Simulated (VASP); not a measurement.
# Pt: single point with LDA

Pt:

```
CELL_PARAMETERS angstrom
-1.56046 1.56046 1.60798
1.56046 -1.56046 1.60798
1.56046 1.56046 -1.60798
ATOMIC_POSITIONS crystal
Pt 0.00000 0.00000 0.00000
```

This cell differs from its parent crystal: strain -0.015 along x and y, +0.015 along z.

| Property | Result |
| --- | --- |
| Program | VASP 6.6.1 |
| Task | single point |
| Functional | LDA |
| Potentials or basis | VASP PAW LDA potentials, release 64 (Pt) |
| Cutoff | 520 eV |
| k mesh | 22 × 22 × 22 |
| Occupations | gaussian, width 0.15 eV |
| Spin | no spin polarisation |
| Dipole correction | no |
| Further INCAR settings | ALGO = Fast; EDIFF = 1e-06; NBANDS = 11 |

```
Pressure               : -12.0 GPa
Band gap on the k mesh : zero (bands 5 and 6 overlap by 2.15 eV)
```

Stress tensor (GPa, compression positive):
```
-12.94   0.00   0.00
  0.00 -12.94   0.00
  0.00   0.00 -10.08
```

Levels at points of the mesh, in eV from the Fermi level:
```tsv
k point	band 3	band 4	band 5	band 6	band 7	band 8
(0.00, 0.00, 0.00)	-3.61	-3.36	-1.14	-0.82	16.72	17.28
(0.50, 0.00, 0.00)	-1.31	-0.64	0.19	1.06	6.29	13.38
(0.50, 0.50, 0.00)	-0.94	-0.54	0.38	1.12	6.55	13.04
(0.50, 0.50, 0.50)	0.49	0.58	0.58	7.07	7.97	7.97
```

It took 2.7 min on 1 thread of Intel Xeon 8259CL (shared host), peak memory 0.24 GiB.

Caveat: the cell differs from its parent crystal (strain -0.015 along x and y, +0.015 along z); the cell stands under tension; spin-orbit coupling is left out, which moves the levels of the heavy elements.
